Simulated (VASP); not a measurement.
# MgO (P6_3/mmc) in VASP: single point with PBE

Aim: the single point of MgO with PBE.

Program: VASP 6.6.1. These are calculated values, not measurements. Logs are shortened: lines on timing, memory, paths and dates and some standing lists are left out, and cuts for length are marked.

## Step 1: The cell of the first run

The structure is hexagonal, space group P6_3/mmc (No. 194). The conventional cell has a = 3.486 Å, b = 3.486 Å, c = 4.178 Å, α = 90.00°, β = 90.00°, γ = 120.00°. Within 2.7 Å of Mg (site symmetry -6m2) lie 5 O at 2.01 to 2.09 Å. O (site symmetry -6m2) has 5 Mg at 2.01 to 2.09 Å within 2.7 Å.

## Step 2: Single point, PBE

File INCAR:

```
PREC     = Accurate       # precision mode
ENCUT    = 520            # plane-wave cutoff, eV
EDIFF    = 1E-7           # SCF threshold, eV
ISMEAR   = 0              # smearing method
SIGMA    = 0.05           # smearing width, eV
LREAL    = F              # projectors in reciprocal space
LASPH    = T              # aspherical terms in the spheres
NELM     = 60             # most SCF steps
ALGO     = Normal         # electronic algorithm
ISIF     = 2              # what is computed and relaxed
LWAVE    = F              # write WAVECAR
LCHARG   = T              # write CHGCAR
GGA      = PE             # functional
LELF     = T              # ELF
LVHAR    = T            
NBANDS   = 16             # bands
```

File KPOINTS:

```
regular mesh
0
Gamma
  18 18 10
```

File POSCAR:

```
MgO
1.0
    3.4863778600      0.0000000000      0.0000000000
   -1.7431889300      3.0192918000      0.0000000000
    0.0000000000      0.0000000000      4.1780412200
Mg O
2 2
Direct
    0.6666666700      0.3333333300      0.7500000000
    0.3333333300      0.6666666700      0.2500000000
    0.6666666700      0.3333333300      0.2500000000
    0.3333333300      0.6666666700      0.7500000000
```

Potentials or basis: VASP PAW PBE potentials, release 64 (Mg, O).

Launch:

```console
> cat potpaw_PBE.64/Mg/POTCAR potpaw_PBE.64/O/POTCAR > POTCAR
> mpirun -np 1 vasp_std > vasp.out
```

OUTCAR:

```text
PREC = Accurate
   ENCUT = 520
   EDIFF = 1E-7
   ISMEAR = 0
   LREAL = F
   LASPH = T
   NELM = 60
   ISIF = 2
   GGA = PE

 ion  position               nearest neighbor table
   1  0.667  0.333  0.750-   4 2.01   4 2.01   4 2.01   3 2.09   3 2.09   2 2.90   2 2.90   2 2.90
                             2 2.90   2 2.90   2 2.90
   2  0.333  0.667  0.250-   3 2.01   3 2.01   3 2.01   4 2.09   4 2.09   1 2.90   1 2.90   1 2.90
                             1 2.90   1 2.90   1 2.90
   3  0.667  0.333  0.250-   2 2.01   2 2.01   2 2.01   1 2.09   1 2.09
   4  0.333  0.667  0.750-   1 2.01   1 2.01   1 2.01   2 2.09   2 2.09

  LATTYP: Found a hexagonal cell.
 ALAT       =     3.4863778600
 C/A-ratio  =     1.1983902456

  Lattice vectors:

 A1 = (   3.4863778600,   0.0000000000,   0.0000000000)
 A2 = (  -1.7431889300,   3.0192918000,   0.0000000000)
 A3 = (   0.0000000000,   0.0000000000,   4.1780412200)

Analysis of symmetry for initial positions (statically):
=====================================================================
 Subroutine PRICEL returns:
 Original cell was already a primitive cell.

 Routine SETGRP: Setting up the symmetry group for a
 hexagonal supercell.

 Subroutine GETGRP returns: Found 24 space group operations
 (whereof 12 operations were pure point group operations)
 out of a pool of 24 trial point group operations.

The static configuration has the point symmetry D_3d.
 The point group associated with its full space group is D_6h.

Analysis of symmetry for dynamics (positions and initial velocities):
=====================================================================
 Subroutine PRICEL returns:
 Original cell was already a primitive cell.

 Routine SETGRP: Setting up the symmetry group for a
 hexagonal supercell.

 Subroutine GETGRP returns: Found 24 space group operations
 (whereof 12 operations were pure point group operations)
 out of a pool of 24 trial point group operations.

The dynamic configuration has the point symmetry D_3d.
 The point group associated with its full space group is D_6h.

 Subroutine INISYM returns: Found 24 space group operations
 (whereof 12 operations are pure point group operations),
 and found     1 'primitive' translations

----------------------------------------------------------------------------------------

                                     Primitive cell

[... 90 lines left out ...]
   LSORBIT =      F    spin-orbit coupling
   LASPH  =      T    aspherical Exc in radial PAW
   ENCUT  =  520.0 eV  38.22 Ry    6.18 a.u.   6.48  6.48  7.77*2*pi/ulx,y,z
   NELM   =     60;   NELMIN=  2; NELMDL= -5     # of ELM steps
   EDIFF  = 0.1E-06   stopping-criterion for ELM
   LREAL  =      F    real-space projection
   EDIFFG = 0.1E-05   stopping-criterion for IOM
   NSW    =      0    number of steps for IOM
   IBRION =     -1    ionic relax: 0-MD 1-quasi-New 2-CG
   NFREE  =      0    steps in history (QN), initial steepest desc. (CG)
   ISIF   =      2    stress and relaxation
   ISYM   =      2    0-nonsym 1-usesym 2-fastsym
   POTIM  = 0.5000    time-step for ionic-motion
   TEBEG  =    0.0;   TEEND  =   0.0 temperature during run
   PSTRESS=    0.0 pullay stress
   NELECT =      16.0000    total number of electrons
   NUPDOWN=      -1.0000    fix difference up-down
   EMIN   =  10.00;   EMAX   =-10.00  energy-range for DOS
   EFERMI =   0.00;   METHOD = LEGACY
   ISMEAR =     0;   SIGMA  =   0.05  broadening in eV -4-tet -1-fermi 0-gaus
   EFERMI_NEDOS =   21; number of points for ismear=-14 and -15
   IALGO  =     38    algorithm
   IMIX   =      4    mixing-type and parameters
     AMIX     =   0.40;   BMIX     =  1.00
     AMIX_MAG =   1.60;   BMIX_MAG =  1.00
  volume/ion in A,a.u.               =      10.99        74.20
  Fermi-wavevector in a.u.,A,eV,Ry     =   1.168685  2.208494 18.583167  1.365824
  Thomas-Fermi vector in A             =   2.305168
   LORBIT       =      0    0 simple, 1 ext, 2 COOP (PROOUT), +10 PAW based schemes
   GGA     = PE    functional components
   LHFCALC =     F    Hartree Fock is set to
   AEXX    =    0.0000 exact exchange contribution
   IVDW    =     0    specifies the selected vdW correction
   LEPSILON=     F    determine dielectric tensor
   LRPA    =     F    only Hartree local field effects (RPA)
 non-spin polarized calculation
 Gauss-broadening in eV      SIGMA  =   0.05
  energy-cutoff  :      520.00
  volume of cell :       43.98
 maximum number of plane-waves:      1204
 NGX is ok and might be reduce to    28
   NGX = 13   NGY = 13   NGZ = 15

 number of electron      15.9999999 magnetization

 Free energy of the ion-electron system (eV)
  ---------------------------------------------------
  ext. energy  EPLUGINS =         0.00000000
  ---------------------------------------------------
  free energy    TOTEN  =       -23.65719212 eV

  energy without entropy =      -23.65719212  energy(sigma->0) =      -23.65719212

 E-fermi :   2.3079     XC(G=0): -10.0742

 val. band max:        2.0070319052   @ k =   0.0000   0.0000   0.0000
 cond. band min:       5.4459482116   @ k =   0.0000   0.0000   0.0000
 fundamental gap:      3.4389163065
 Fermi energy:         2.3078531164

 k-point     1 :       0.0000    0.0000    0.0000
  band No.  band energies     occupation
      1     -14.9317      2.00000
      2     -13.5314      2.00000
      3      -1.6354      2.00000
      4       0.2698      2.00000
      5       0.2698      2.00000
      6       1.2025      2.00000
[... 433 lines left out ...]
      3      -1.5149      2.00000
      4      -0.3809      2.00000
      5      -0.3577      2.00000
      6       0.0751      2.00000
[... 8 lines left out ...]
     15      16.6767      0.00000
     16      16.7023      0.00000

 [... further k-points ...]
[... 5 lines left out ...]
  --------------------------------------------------------------------------------------
  -------------------------------------------------------------------------------------
  Total        1.0262772      1.0262772      1.2821708      0.0000000      0.0000000      0.0000000
  in kB       37.3872041     37.3872043     46.7093917      0.0000000      0.0000000      0.0000000
  external PRESSURE =      40.4946000 kB  Pullay stress =       0.0000000 kB

 VOLUME and BASIS-vectors are now :
 -----------------------------------------------------------------------------
  energy-cutoff  :      520.00
  volume of cell :       43.98
      direct lattice vectors                 reciprocal lattice vectors
     3.486377860  0.000000000  0.000000000     0.286830642  0.165601748  0.000000000
    -1.743188930  3.019291800  0.000000000     0.000000000  0.331203496  0.000000000
     0.000000000  0.000000000  4.178041220     0.000000000  0.000000000  0.239346609

 POSITION                                       TOTAL-FORCE (eV/Angst)
 -----------------------------------------------------------------------------------
      1.74319      1.00643      3.13353         0.000000      0.000000      0.000000
     -0.00000      2.01286      1.04451         0.000000     -0.000000      0.000000
      1.74319      1.00643      1.04451        -0.000000      0.000000      0.000000
     -0.00000      2.01286      3.13353         0.000000     -0.000000      0.000000
 -----------------------------------------------------------------------------------
    total drift:                               -0.000004      0.000003     -0.000000

  FREE ENERGIE OF THE ION-ELECTRON SYSTEM (eV)
  ---------------------------------------------------
  free  energy   TOTEN  =       -23.6571921188 eV

  energy  without entropy=      -23.6571921188  energy(sigma->0) =      -23.65719212
```

Run time: 55 s. Hardware: 1 thread of Intel Xeon 6975P-C (Granite Rapids), shared host; peak memory 0.27 GiB.

What came out:

```yaml
Free_energy: -23.6572 eV
Pressure: 4.0 GPa
Band_gap_on_the_k_mesh: 3.44 eV, direct
```

A k mesh can miss the band edges.
